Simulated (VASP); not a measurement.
# Si2BN (P4/mmm) in VASP: notebook

Runs on Si2BN. Level: PBE. Tasks: single point, relaxation of cell and atoms.

Program: VASP 6.6.1. These are calculated values, not measurements. Logs are shortened: lines on timing, memory, paths and dates and some standing lists are left out, and cuts for length are marked.

### Step 1. The cell of the first run

Symmetry: P4/mmm, No. 123, tetragonal system. The conventional cell has a = 2.383 Å, b = 2.383 Å, c = 8.581 Å, α = 90.00°, β = 90.00°, γ = 90.00°. Si (site symmetry 4mm) has 5 Si at 2.38 to 2.40 Å and 1 B at 3.09 Å within 3.1 Å. Within 2.2 Å of B (site symmetry 4/mmm) lie 4 N at 1.69 Å. Within 2.2 Å of N (site symmetry 4/mmm) lie 4 B at 1.69 Å.

The cell was generated, and may not be a known phase.

### Step 2. Single point, PBE

Contents of INCAR:

```
SYSTEM = Si2BN
PREC     = Accurate       ! precision mode
ENCUT    = 520            ! plane-wave cutoff, eV
EDIFF    = 1E-6           ! SCF threshold, eV
ISMEAR   = 0              ! smearing method
SIGMA    = 0.1            ! smearing width, eV
LREAL    = .False.        ! projectors in reciprocal space
LASPH    = .True.         ! aspherical terms in the spheres
NELM     = 60             ! most SCF steps
ALGO     = Normal         ! electronic algorithm
ISIF     = 2              ! what is computed and relaxed
LWAVE    = .False.        ! write WAVECAR
LCHARG   = .False.        ! write CHGCAR
GGA      = PE             ! functional
NBANDS   = 16             ! bands
```

Contents of KPOINTS:

```
regular mesh
0
Gamma
  6 6 4
  0 0 0
```

Contents of POSCAR:

```
Si2BN
1.0
    2.3832518361      0.0000000000      0.0000000000
    0.0000000000      2.3832518361      0.0000000000
    0.0000000000      0.0000000000      8.5812983499
Si B N
2 1 1
Direct
    0.0000000000      0.0000000000      0.3600749907
    0.0000000000      0.0000000000      0.6399250093
    0.0000000000      0.0000000000      0.0000000000
    0.5000000000      0.5000000000      0.0000000000
```

Potentials or basis: VASP PAW PBE potentials, release 64 (Si, B, N).

Command:

```
$ cat potpaw_PBE.64/Si/POTCAR potpaw_PBE.64/B/POTCAR potpaw_PBE.64/N/POTCAR > POTCAR
$ mpirun -np 1 vasp_std > vasp.out
```

OUTCAR:

```text
SYSTEM = Si2BN
   PREC = Accurate
   ENCUT = 520
   EDIFF = 1E-6
   ISMEAR = 0
   LREAL = .False.
   LASPH = .True.
   NELM = 60
   ISIF = 2
   GGA = PE

 ion  position               nearest neighbor table
   1  0.000  0.000  0.360-   2 2.40
   2  0.000  0.000  0.640-   1 2.40
   3  0.000  0.000  0.000-   4 1.69   4 1.69   4 1.69   4 1.69
   4  0.500  0.500  0.000-   3 1.69   3 1.69   3 1.69   3 1.69

  LATTYP: Found a simple tetragonal cell.
 ALAT       =     2.3832518361
 C/A-ratio  =     3.6006678858

  Lattice vectors:

 A1 = (   2.3832518361,   0.0000000000,   0.0000000000)
 A2 = (   0.0000000000,   2.3832518361,   0.0000000000)
 A3 = (   0.0000000000,   0.0000000000,   8.5812983499)

Analysis of symmetry for initial positions (statically):
=====================================================================
 Subroutine PRICEL returns:
 Original cell was already a primitive cell.

 Routine SETGRP: Setting up the symmetry group for a
 simple tetragonal supercell.

 Subroutine GETGRP returns: Found 16 space group operations
 (whereof 16 operations were pure point group operations)
 out of a pool of 16 trial point group operations.

The static configuration has the point symmetry D_4h.

Analysis of symmetry for dynamics (positions and initial velocities):
=====================================================================
 Subroutine PRICEL returns:
 Original cell was already a primitive cell.

 Routine SETGRP: Setting up the symmetry group for a
 simple tetragonal supercell.

 Subroutine GETGRP returns: Found 16 space group operations
 (whereof 16 operations were pure point group operations)
 out of a pool of 16 trial point group operations.

The dynamic configuration has the point symmetry D_4h.

 Subroutine INISYM returns: Found 16 space group operations
 (whereof 16 operations are pure point group operations),
 and found     1 'primitive' translations

----------------------------------------------------------------------------------------

                                     Primitive cell

  volume of cell :      48.7408

  direct lattice vectors                    reciprocal lattice vectors
     2.383251836  0.000000000  0.000000000     0.419594767  0.000000000  0.000000000
     0.000000000  2.383251836  0.000000000     0.000000000  0.419594767  0.000000000
     0.000000000  0.000000000  8.581298350     0.000000000  0.000000000  0.116532483

  length of vectors
     2.383251836  2.383251836  8.581298350     0.419594767  0.419594767  0.116532483
[... 89 lines left out ...]
   IBRION =     -1    ionic relax: 0-MD 1-quasi-New 2-CG
   NFREE  =      0    steps in history (QN), initial steepest desc. (CG)
   ISIF   =      2    stress and relaxation
   ISYM   =      2    0-nonsym 1-usesym 2-fastsym
   POTIM  = 0.5000    time-step for ionic-motion
   TEBEG  =    0.0;   TEEND  =   0.0 temperature during run
   PSTRESS=    0.0 pullay stress
   NELECT =      16.0000    total number of electrons
   NUPDOWN=      -1.0000    fix difference up-down
   EMIN   =  10.00;   EMAX   =-10.00  energy-range for DOS
   EFERMI =   0.00;   METHOD = LEGACY
   ISMEAR =     0;   SIGMA  =   0.10  broadening in eV -4-tet -1-fermi 0-gaus
   EFERMI_NEDOS =   21; number of points for ismear=-14 and -15
   IALGO  =     38    algorithm
   IMIX   =      4    mixing-type and parameters
     AMIX     =   0.40;   BMIX     =  1.00
     AMIX_MAG =   1.60;   BMIX_MAG =  1.00
  volume/ion in A,a.u.               =      12.19        82.23
  Fermi-wavevector in a.u.,A,eV,Ry     =   1.129320  2.134106 17.352391  1.275365
  Thomas-Fermi vector in A             =   2.266014
   LORBIT       =      0    0 simple, 1 ext, 2 COOP (PROOUT), +10 PAW based schemes
   GGA     = PE    functional components
   LHFCALC =     F    Hartree Fock is set to
   AEXX    =    0.0000 exact exchange contribution
   IVDW    =     0    specifies the selected vdW correction
   LEPSILON=     F    determine dielectric tensor
   LRPA    =     F    only Hartree local field effects (RPA)
 non-spin polarized calculation
 Gauss-broadening in eV      SIGMA  =   0.10
  energy-cutoff  :      520.00
  volume of cell :       48.74
 maximum number of plane-waves:      1336
 NGX is ok and might be reduce to    18
   NGX =  9   NGY =  9   NGZ = 31

 number of electron      15.9999999 magnetization

 Free energy of the ion-electron system (eV)
  ---------------------------------------------------
  ext. energy  EPLUGINS =         0.00000000
  ---------------------------------------------------
  free energy    TOTEN  =       -23.16015255 eV

  energy without entropy =      -23.15503830  energy(sigma->0) =      -23.15759543

 E-fermi :   7.2043     XC(G=0): -10.7239

 val. band max:        7.1259999422   @ k =   0.0000   0.0000   0.5000
 cond. band min:       7.2382696127   @ k =   0.5000   0.3333   0.0000
 fundamental gap:      0.1122696705
 Fermi energy:         7.2043147417

 k-point     1 :       0.0000    0.0000    0.0000
  band No.  band energies     occupation
      1     -11.8974      2.00000
      2      -6.3103      2.00000
      3      -3.8193      2.00000
      4       0.6003      2.00000
      5       2.0633      2.00000
      6       4.1036      2.00000
[... 433 lines left out ...]
      3      -0.7503      2.00000
      4       0.5023      2.00000
      5       2.3670      2.00000
      6       2.6617      2.00000
[... 8 lines left out ...]
     15      16.2660      0.00000
     16      17.9721      0.00000

 [... further k-points ...]

------------------------ aborting loop because EDIFF is reached ----------------------------------------

  FORCE on cell =-STRESS in cart. coord.  units (eV):
  Direction    XX          YY          ZZ          XY          YZ          ZX
  --------------------------------------------------------------------------------------
  -------------------------------------------------------------------------------------
  Total       -0.1013158     -0.1013158      0.0270313      0.0000000      0.0000000      0.0000000
  in kB       -3.3303879     -3.3303879      0.8885551      0.0000000      0.0000000      0.0000000
  external PRESSURE =      -1.9240736 kB  Pullay stress =       0.0000000 kB

 VOLUME and BASIS-vectors are now :
 -----------------------------------------------------------------------------
  energy-cutoff  :      520.00
  volume of cell :       48.74
      direct lattice vectors                 reciprocal lattice vectors
     2.383251836  0.000000000  0.000000000     0.419594767  0.000000000  0.000000000
     0.000000000  2.383251836  0.000000000     0.000000000  0.419594767  0.000000000
     0.000000000  0.000000000  8.581298350     0.000000000  0.000000000  0.116532483

 POSITION                                       TOTAL-FORCE (eV/Angst)
 -----------------------------------------------------------------------------------
      0.00000      0.00000      3.08991         0.000000     -0.000000      0.026442
      0.00000      0.00000      5.49139        -0.000000     -0.000000     -0.026442
      0.00000      0.00000      0.00000        -0.000000      0.000000      0.000000
      1.19163      1.19163      0.00000        -0.000000      0.000000      0.000000
 -----------------------------------------------------------------------------------
    total drift:                                0.000000      0.000000      0.000000

  FREE ENERGIE OF THE ION-ELECTRON SYSTEM (eV)
  ---------------------------------------------------
  free  energy   TOTEN  =       -23.1601525509 eV

  energy  without entropy=      -23.1550383036  energy(sigma->0) =      -23.15759543
```

OSZICAR:

```text
N       E                     dE             d eps       ncg     rms          rms(c)
DAV:   1     0.351258761466E+02    0.35126E+02   -0.71214E+03   960   0.896E+02
DAV:   2    -0.221838784362E+02   -0.57310E+02   -0.50750E+02  1376   0.155E+02
DAV:   3    -0.246902974771E+02   -0.25064E+01   -0.24785E+01  1232   0.322E+01
DAV:   4    -0.247114387824E+02   -0.21141E-01   -0.21138E-01  1224   0.320E+00
DAV:   5    -0.247117173957E+02   -0.27861E-03   -0.27860E-03  1264   0.361E-01    0.847E+00
DAV:   6    -0.232169751157E+02    0.14947E+01   -0.44560E+00  1160   0.125E+01    0.382E+00
DAV:   7    -0.231766525425E+02    0.40323E-01   -0.39657E-01  1152   0.349E+00    0.236E+00
DAV:   8    -0.231639205514E+02    0.12732E-01   -0.49491E-02  1248   0.129E+00    0.824E-01
DAV:   9    -0.231603577667E+02    0.35628E-02   -0.83096E-03  1232   0.548E-01    0.164E-01
DAV:  10    -0.231601309835E+02    0.22678E-03   -0.16124E-03  1160   0.254E-01    0.945E-02
DAV:  11    -0.231601401586E+02   -0.91752E-05   -0.13609E-04  1304   0.813E-02    0.490E-02
DAV:  12    -0.231601531930E+02   -0.13034E-04   -0.25905E-05  1072   0.371E-02    0.124E-02
DAV:  13    -0.231601525509E+02    0.64209E-06   -0.64760E-06  1200   0.160E-02
   1 F= -.23160153E+02 E0= -.23157595E+02  d E =-.511425E-02
```

stdout:

```text
POSCAR found type information on POSCAR SiB N
 POSCAR found :  3 types and       4 ions
 scaLAPACK will be used
 LDA part: xc-table for (Slater+PW92), standard interpolation
 POSCAR, INCAR and KPOINTS ok, starting setup
 FFT: planning ... GRIDC
 FFT: planning ... GRID_SOFT
 FFT: planning ... GRID
 WAVECAR not read
 entering main loop
```

It took 10 s on 1 thread of AMD EPYC 9R45 (Zen 5), shared host; peak memory 0.13 GiB.

Results:

```yaml
Free_energy: -23.1602 eV
Pressure: -0.2 GPa
Largest_force: 0.026 eV/Å
Band_gap_on_the_k_mesh: zero (bands 8 and 9 overlap by 3.37 eV)
```

Forces in eV/Å, atoms in the order of the input:
```
Si   0.000  0.000  0.026
Si   0.000  0.000 -0.026
B    0.000  0.000  0.000
N    0.000  0.000  0.000
```

Caveat: the k points lie up to 0.44 Å⁻¹ apart, too coarse for converged energies and pressures of a metal.

### Step 3. Single point, PBE

This run uses another cell than the first one, of 13.34 Å³/atom.

Contents of INCAR:

```
PREC = Accurate ; ENCUT = 520
EDIFF = 1E-7 ; ISMEAR = 0
SIGMA = 0.1 ; LREAL = False
LASPH = True ; NELM = 100
ALGO = Normal ; ISIF = 2
LWAVE = False ; LCHARG = False
GGA = PE ; NBANDS = 16
```

Contents of KPOINTS:

```
regular mesh
0
Gamma
  6 6 4
```

Contents of POSCAR:

```
Si2BN
1.0
    3.0035976900      0.0000000000      0.0000000000
    0.0000000000      3.0035976900      0.0000000000
    0.0000000000      0.0000000000      5.9156754800
Si B N
2 1 1
Direct
    0.0000000000      0.0000000000      0.3704980200
    0.0000000000      0.0000000000      0.6295019800
    0.0000000000      0.0000000000      0.0000000000
    0.5000000000      0.5000000000      0.0000000000
```

Potentials or basis: VASP PAW PBE potentials, release 64 (Si, B, N).

Command:

```
$ cat potpaw_PBE.64/Si/POTCAR potpaw_PBE.64/B/POTCAR potpaw_PBE.64/N/POTCAR > POTCAR
$ mpirun -np 1 vasp_std > vasp.out
```

It took 14 s on 1 thread of AMD EPYC 9R45 (Zen 5), shared host; peak memory 0.14 GiB.

It converged, with:

* Free energy: -11.1318 eV
* Pressure: 36.0 GPa
* Largest force: 38.141 eV/Å
* Band gap on the k mesh: zero (bands 8 and 9 overlap by 3.18 eV)

Forces on the atoms (eV/Å):
```
Si    0.000   0.000 -38.141
Si    0.000   0.000  38.141
B     0.000   0.000   0.000
N     0.000   0.000   0.000
```

Stress tensor (GPa, compression positive):
```
-19.77   0.00   0.00
  0.00 -19.77   0.00
  0.00   0.00 147.40
```

Levels at points of the mesh, in eV from the Fermi level:
| k point | band 4 | band 5 | band 6 | band 7 | band 8 | band 9 | band 10 | band 11 | band 12 | band 13 |
| --- | --- | --- | --- | --- | --- | --- | --- | --- | --- | --- |
| (0.00, 0.00, 0.00) | -3.49 | -1.92 | -1.92 | 0.37 | 1.65 | 1.65 | 2.63 | 3.14 | 5.05 | 7.62 |
| (0.50, 0.00, 0.00) | -5.54 | -5.26 | -2.71 | -0.16 | 1.47 | 2.38 | 2.77 | 3.11 | 4.26 | 4.49 |
| (0.50, 0.50, 0.00) | -5.51 | -4.38 | -3.45 | -3.38 | -3.38 | -0.85 | 1.53 | 1.53 | 2.37 | 6.41 |
| (0.00, 0.00, 0.50) | -5.02 | -1.88 | -1.88 | -0.23 | 1.47 | 1.48 | 1.48 | 4.73 | 5.20 | 6.95 |
| (0.50, 0.00, 0.50) | -5.94 | -2.81 | -1.17 | -1.01 | -0.16 | 0.19 | 2.66 | 3.66 | 4.18 | 4.45 |
| (0.50, 0.50, 0.50) | -5.19 | -5.19 | -4.07 | -4.07 | -1.70 | -1.10 | 2.91 | 2.91 | 3.20 | 3.32 |

Caveat: atoms lie so close that the PAW spheres overlap strongly, which falsifies energies and pressures; the stress differs along the axes, from -20 to 147 GPa; forces of over 1 eV/Å act on the atoms, so gaps and moduli don't describe the material at rest.

[end of part 1 of 2]

The gap in the log of VASP goes by the Fermi energy; the results here count the filled bands.